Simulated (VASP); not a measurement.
# Re (P6/mmm) in VASP: notebook

Re is run at these levels: PBE; tasks: single point.

Program: VASP 6.6.1. These are calculated values, not measurements. Logs are shortened: lines on timing, memory, paths and dates and some standing lists are left out, and cuts for length are marked.

## 1. The cell of the first run

The structure is hexagonal, space group P6/mmm (No. 191). Conventional cell: a = 4.380 Å, b = 4.380 Å, c = 2.744 Å, α = 90.00°, β = 90.00°, γ = 120.00°. Re (site symmetry 6/mmm) has 14 Re at 2.74 to 2.88 Å within 3.6 Å. Within 3.3 Å of Re (site symmetry -6m2) lie 11 Re at 2.53 to 2.88 Å.

This isn't the form of Re at room conditions, which is hcp.

## 2. Single point, PBE (15.20 Å³/atom)

INCAR reads:

```
PREC = Accurate
ENCUT = 560
EDIFF = 1E-6
ISMEAR = -1
SIGMA = 0.1
LREAL = False
LASPH = True
NELM = 120
ALGO = Normal
ISIF = 2
LWAVE = False
LCHARG = False
GGA = PE
NBANDS = 30
GGA_COMPAT = False
```

KPOINTS reads:

```
Automatic mesh
0
Gamma
  9 9 13
```

POSCAR reads:

```
Re
1.0
    4.3803093901      0.0000000000      0.0000000000
   -2.1901546950      3.7934592082      0.0000000000
    0.0000000000      0.0000000000      2.7443323786
Re
3
Direct
    0.0000000000      0.0000000000      1.0000000000
    0.3333333333      0.6666666667      0.5000000000
    0.6666666667      0.3333333333      0.5000000000
```

Potentials or basis: VASP PAW PBE potentials, release 64 (Re_sv_GW).

Launch:

```
cat potpaw_PBE.64/Re_sv_GW/POTCAR > POTCAR
mpirun -np 1 vasp_std > vasp.out
```

OUTCAR:

```text
PREC = Accurate
   ENCUT = 560
   EDIFF = 1E-6
   ISMEAR = -1
   LREAL = False
   LASPH = True
   NELM = 120
   ISIF = 2
   GGA = PE

 ion  position               nearest neighbor table
   1  0.000  0.000  0.000-   2 2.88   3 2.88   2 2.88   3 2.88   2 2.88   2 2.88   3 2.88   3 2.88
                             3 2.88   3 2.88   2 2.88   2 2.88
   2  0.333  0.667  0.500-   3 2.53   3 2.53   3 2.53   1 2.88   1 2.88   1 2.88   1 2.88   1 2.88
                             1 2.88
   3  0.667  0.333  0.500-   2 2.53   2 2.53   2 2.53   1 2.88   1 2.88   1 2.88   1 2.88   1 2.88
                             1 2.88

  LATTYP: Found a hexagonal cell.
 ALAT       =     4.3803093901
 C/A-ratio  =     0.6265156486

  Lattice vectors:

 A1 = (   4.3803093901,   0.0000000000,   0.0000000000)
 A2 = (  -2.1901546950,   3.7934592082,   0.0000000000)
 A3 = (   0.0000000000,   0.0000000000,   2.7443323786)

Analysis of symmetry for initial positions (statically):
=====================================================================
 Subroutine PRICEL returns:
 Original cell was already a primitive cell.

 Routine SETGRP: Setting up the symmetry group for a
 hexagonal supercell.

 Subroutine GETGRP returns: Found 24 space group operations
 (whereof 24 operations were pure point group operations)
 out of a pool of 24 trial point group operations.

The static configuration has the point symmetry D_6h.

Analysis of symmetry for dynamics (positions and initial velocities):
=====================================================================
 Subroutine PRICEL returns:
 Original cell was already a primitive cell.

 Routine SETGRP: Setting up the symmetry group for a
 hexagonal supercell.

 Subroutine GETGRP returns: Found 24 space group operations
 (whereof 24 operations were pure point group operations)
 out of a pool of 24 trial point group operations.

The dynamic configuration has the point symmetry D_6h.

 Subroutine INISYM returns: Found 24 space group operations
 (whereof 24 operations are pure point group operations),
 and found     1 'primitive' translations

----------------------------------------------------------------------------------------

                                     Primitive cell

  volume of cell :      45.6013

  direct lattice vectors                    reciprocal lattice vectors
     4.380309390  0.000000000  0.000000000     0.228294376  0.131805820  0.000000000
    -2.190154695  3.793459208  0.000000000     0.000000000  0.263611639  0.000000000
     0.000000000  0.000000000  2.744332379     0.000000000  0.000000000  0.364387349

  length of vectors
     4.380309390  4.380309390  2.744332379     0.263611639  0.263611639  0.364387349

  position of ions in fractional coordinates (direct lattice)
     0.000000000  0.000000000  0.000000000
     0.333333333  0.666666667  0.500000000
     0.666666667  0.333333333  0.500000000

  ion indices of the primitive-cell ions
   primitive index   ion index
                 1           1
                 2           2
                 3           3

----------------------------------------------------------------------------------------

 KPOINTS: Automatic mesh

Automatic generation of k-mesh.
 Grid dimensions read from file:
 generate k-points for:    9    9   13

 Generating k-lattice:

  Cartesian coordinates                     Fractional coordinates (reciprocal lattice)
     0.025366042  0.014645091  0.000000000     0.111111111  0.000000000  0.000000000
     0.000000000  0.029290182  0.000000000     0.000000000  0.111111111  0.000000000
     0.000000000  0.000000000  0.028029796     0.000000000  0.000000000  0.076923077

  Length of vectors
     0.029290182  0.029290182  0.028029796

  Shift w.r.t. Gamma in fractional coordinates (k-lattice)
     0.000000000  0.000000000  0.000000000

 Subroutine IBZKPT returns following result:
 ===========================================

 Found     84 irreducible k-points:

 Following reciprocal coordinates:
            Coordinates               Weight
  0.000000  0.000000  0.000000      1.000000
  0.111111 -0.000000  0.000000      6.000000
  0.222222 -0.000000  0.000000      6.000000
  0.333333 -0.000000  0.000000      6.000000
  0.444444 -0.000000  0.000000      6.000000
  0.111111  0.111111  0.000000      6.000000
[... 16 lines left out ...]
  0.333333  0.222222  0.076923     24.000000
  0.333333  0.333333  0.076923      4.000000
 [... further k-points ...]
   k-points           NKPTS =     84   k-points in BZ     NKDIM =     84   number of bands    NBANDS=     30
   number of dos      NEDOS =    301   number of ions     NIONS =      3
   total plane-waves  NPLWV =  31104
   dimension x,y,z NGX =    36 NGY =   36 NGZ =   24
   dimension x,y,z NGXF=    72 NGYF=   72 NGZF=   48
   ions per type =               3
   NGX,Y,Z   is equivalent  to a cutoff of  13.66, 13.66, 14.54 a.u.
   NGXF,Y,Z  is equivalent  to a cutoff of  27.33, 27.33, 29.08 a.u.
 SYSTEM =  unknown system
   PREC   = accura    normal or accurate (medium, high low for compatibility)
   ISTART =      0    job   : 0-new  1-cont  2-samecut
   ICHARG =      2    charge: 1-file 2-atom 10-const
   ISPIN  =      1    spin polarized calculation?
   LNONCOLLINEAR =      F non collinear calculations
   LSORBIT =      F    spin-orbit coupling
   LASPH  =      T    aspherical Exc in radial PAW
   ENCUT  =  560.0 eV  41.16 Ry    6.42 a.u.   8.45  8.45  5.30*2*pi/ulx,y,z
   NELM   =    120;   NELMIN=  2; NELMDL= -5     # of ELM steps
   EDIFF  = 0.1E-05   stopping-criterion for ELM
   LREAL  =      F    real-space projection
   EDIFFG = 0.1E-04   stopping-criterion for IOM
   NSW    =      0    number of steps for IOM
   IBRION =     -1    ionic relax: 0-MD 1-quasi-New 2-CG
   NFREE  =      0    steps in history (QN), initial steepest desc. (CG)
   ISIF   =      2    stress and relaxation
   ISYM   =      2    0-nonsym 1-usesym 2-fastsym
   POTIM  = 0.5000    time-step for ionic-motion
   TEBEG  =    0.0;   TEEND  =   0.0 temperature during run
   PSTRESS=    0.0 pullay stress
   NELECT =      45.0000    total number of electrons
   NUPDOWN=      -1.0000    fix difference up-down
   EMIN   =  10.00;   EMAX   =-10.00  energy-range for DOS
   EFERMI =   0.00;   METHOD = LEGACY
   ISMEAR =    -1;   SIGMA  =   0.10  broadening in eV -4-tet -1-fermi 0-gaus
   EFERMI_NEDOS =   21; number of points for ismear=-14 and -15
   IALGO  =     38    algorithm
   IMIX   =      4    mixing-type and parameters
     AMIX     =   0.40;   BMIX     =  1.00
     AMIX_MAG =   1.60;   BMIX_MAG =  1.00
  volume/ion in A,a.u.               =      15.20       102.58
  Fermi-wavevector in a.u.,A,eV,Ry     =   1.629871  3.080011 36.143619  2.656481
  Thomas-Fermi vector in A             =   2.722266
   LORBIT       =      0    0 simple, 1 ext, 2 COOP (PROOUT), +10 PAW based schemes
   GGA     = PE    functional components
   LHFCALC =     F    Hartree Fock is set to
   AEXX    =    0.0000 exact exchange contribution
   IVDW    =     0    specifies the selected vdW correction
   LEPSILON=     F    determine dielectric tensor
   LRPA    =     F    only Hartree local field effects (RPA)
 non-spin polarized calculation
  energy-cutoff  :      560.00
  volume of cell :       45.60
 maximum number of plane-waves:      1402
 NGX is ok and might be reduce to    36
   NGX = 17   NGY = 17   NGZ = 11

 number of electron      44.9999998 magnetization

 Free energy of the ion-electron system (eV)
  ---------------------------------------------------
  ext. energy  EPLUGINS =         0.00000000
  ---------------------------------------------------
  free energy    TOTEN  =       -41.67606810 eV

  energy without entropy =      -41.60264866  energy(sigma->0) =      -41.63935838

 E-fermi :  12.5618     XC(G=0): -14.0127

 val. band max:       12.5607807851   @ k =   0.2222  -0.0000   0.0000
 cond. band min:      12.5661351986   @ k =   0.1111  -0.0000   0.2308
 fundamental gap:      0.0053544135
 Fermi energy:        12.5617607479

 k-point     1 :       0.0000    0.0000    0.0000
  band No.  band energies     occupation
      1     -67.3796      2.00000
      2     -67.2879      2.00000
      3     -67.1762      2.00000
      4     -29.5889      2.00000
      5     -29.5889      2.00000
      6     -29.2733      2.00000
[... 22 lines left out ...]
     29      20.5844      0.00000
     30      22.1474      0.00000

 k-point     2 :       0.1111   -0.0000    0.0000
  band No.  band energies     occupation
      1     -67.3750      2.00000
      2     -67.2883      2.00000
      3     -67.1810      2.00000
      4     -29.6327      2.00000
      5     -29.6035      2.00000
      6     -29.2233      2.00000
[... 22 lines left out ...]
     29      20.6754      0.00000
     30      21.5939      0.00000

 k-point     3 :       0.2222   -0.0000    0.0000
  band No.  band energies     occupation
      1     -67.3615      2.00000
      2     -67.2893      2.00000
      3     -67.1934      2.00000
      4     -29.7122      2.00000
      5     -29.5977      2.00000
      6     -29.1258      2.00000
[... 22 lines left out ...]
     29      19.2879      0.00000
     30      19.8545      0.00000

 k-point     4 :       0.3333   -0.0000    0.0000
  band No.  band energies     occupation
      1     -67.3438      2.00000
      2     -67.2898      2.00000
      3     -67.2114      2.00000
      4     -29.7795      2.00000
      5     -29.5313      2.00000
      6     -29.0463      2.00000
[... 22 lines left out ...]
     29      17.5330      0.00000
     30      18.3002      0.00000

 k-point     5 :       0.4444   -0.0000    0.0000
  band No.  band energies     occupation
      1     -67.3303      2.00000
      2     -67.2879      2.00000
      3     -67.2269      2.00000
      4     -29.8161      2.00000
      5     -29.4095      2.00000
      6     -29.1730      2.00000
[... 22 lines left out ...]
     29      16.0686      0.00000
     30      17.1719      0.00000
[... 526 lines left out ...]
     29      16.2458      0.00000
     30      16.9290      0.00000

 k-point    22 :       0.2222    0.2222    0.0769
  band No.  band energies     occupation
      1     -67.3338      2.00000
      2     -67.2844      2.00000
      3     -67.2202      2.00000
      4     -29.7300      2.00000
      5     -29.5534      2.00000
      6     -29.1176      2.00000
[... 22 lines left out ...]
     29      16.9312      0.00000
     30      17.7135      0.00000

 k-point    23 :       0.3333    0.2222    0.0769
  band No.  band energies     occupation
      1     -67.3254      2.00000
      2     -67.2750      2.00000
      3     -67.2381      2.00000
      4     -29.7324      2.00000
      5     -29.4636      2.00000
      6     -29.2613      2.00000
[... 22 lines left out ...]
     29      16.1385      0.00000
     30      16.8848      0.00000

 k-point    24 :       0.3333    0.3333    0.0769
  band No.  band energies     occupation
      1     -67.3236      2.00000
      2     -67.2574      2.00000
      3     -67.2574      2.00000
      4     -29.7051      2.00000
      5     -29.3909      2.00000
      6     -29.3909      2.00000
[... 22 lines left out ...]
     29      16.0274      0.00000
     30      16.6064      0.00000

 [... further k-points ...]
[... 5 lines left out ...]
  --------------------------------------------------------------------------------------
  -------------------------------------------------------------------------------------
  Total       -0.3208971     -0.3208971     -0.5937062     -0.0000000     -0.0000000     -0.0000000
  in kB      -11.2745549    -11.2745549    -20.8595644     -0.0000000     -0.0000000     -0.0000000
  external PRESSURE =     -14.4695581 kB  Pullay stress =       0.0000000 kB

 VOLUME and BASIS-vectors are now :
 -----------------------------------------------------------------------------
  energy-cutoff  :      560.00
  volume of cell :       45.60
      direct lattice vectors                 reciprocal lattice vectors
     4.380309390  0.000000000  0.000000000     0.228294376  0.131805820  0.000000000
    -2.190154695  3.793459208  0.000000000     0.000000000  0.263611639  0.000000000
     0.000000000  0.000000000  2.744332379     0.000000000  0.000000000  0.364387349

 POSITION                                       TOTAL-FORCE (eV/Angst)
 -----------------------------------------------------------------------------------
      0.00000      0.00000      0.00000         0.000000      0.000000     -0.000000
     -0.00000      2.52897      1.37217         0.000000      0.000000      0.000000
      2.19015      1.26449      1.37217        -0.000000      0.000000     -0.000000
 -----------------------------------------------------------------------------------
    total drift:                                0.000000     -0.000000     -0.000000

  FREE ENERGIE OF THE ION-ELECTRON SYSTEM (eV)
  ---------------------------------------------------
  free  energy   TOTEN  =       -41.6760681047 eV

  energy  without entropy=      -41.6026486606  energy(sigma->0) =      -41.63935838
```

Wall time 98 s (1 thread of Intel Xeon Platinum 8259CL at 2.50GHz (Skylake/Cascade Lake), shared host); peak memory 0.25 GiB.

What came out:

```
Free energy            : -41.6761 eV
Pressure               : -1.4 GPa
Band gap on the k mesh : zero (an odd number of electrons rules out a gap without spin polarisation)
```

Stress tensor (GPa, compression positive):
```
-1.13  0.00  0.00
 0.00 -1.13  0.00
 0.00  0.00 -2.09
```

Caveat: spin-orbit coupling is left out, which moves the levels of the heavy elements.

## 3. Single point, PBE (15.81 Å³/atom)

This run uses another cell than the first one, of 15.81 Å³/atom.

INCAR reads:

```
PREC = Accurate
ENCUT = 560
EDIFF = 1E-6
ISMEAR = -1
SIGMA = 0.1
LREAL = F
LASPH = T
NELM = 120
ALGO = Normal
ISIF = 2
LWAVE = F
LCHARG = F
GGA = PE
NBANDS = 30
GGA_COMPAT = F
```

KPOINTS is that of step 2.

POSCAR reads:

```
Re
1.0
    4.4379516502      0.0000000000      0.0000000000
   -2.2189758251      3.8433788698      0.0000000000
    0.0000000000      0.0000000000      2.7804461566
Re
3
Direct
    0.0000000000      0.0000000000      1.0000000000
    0.3333333333      0.6666666667      0.5000000000
    0.6666666667      0.3333333333      0.5000000000
```

Potentials or basis: VASP PAW PBE potentials, release 64 (Re_sv_GW).

Launch:

```
cat potpaw_PBE.64/Re_sv_GW/POTCAR > POTCAR
mpirun -np 1 vasp_std > vasp.out
```

It took 55 s on 1 thread of Intel Xeon 6975P-C (Granite Rapids), shared host; peak memory 0.26 GiB.

Results (log left out):

| Item | Value |
| --- | --- |
| Free energy | -41.6021 eV |
| Pressure | -13.9 GPa |
| Band gap on the k mesh | zero (an odd number of electrons rules out a gap without spin polarisation) |

Stress tensor (GPa, compression positive):
```
-14.06   0.00   0.00
  0.00 -14.06   0.00
  0.00   0.00 -13.47
```

Levels at points of the mesh, in eV from the Fermi level:
```
           k point  band 19  band 20  band 21  band 22  band 23  band 24  band 25  band 26
(0.00, 0.00, 0.00)    -2.66    -1.76    -0.72    -0.72     0.06     0.06     0.11     0.11
```

Caveat: the cell stands under tension; spin-orbit coupling is left out, which moves the levels of the heavy elements.

(Continued in part 2 of 3.)

The gap in the log of VASP goes by the Fermi energy; the results here count the filled bands.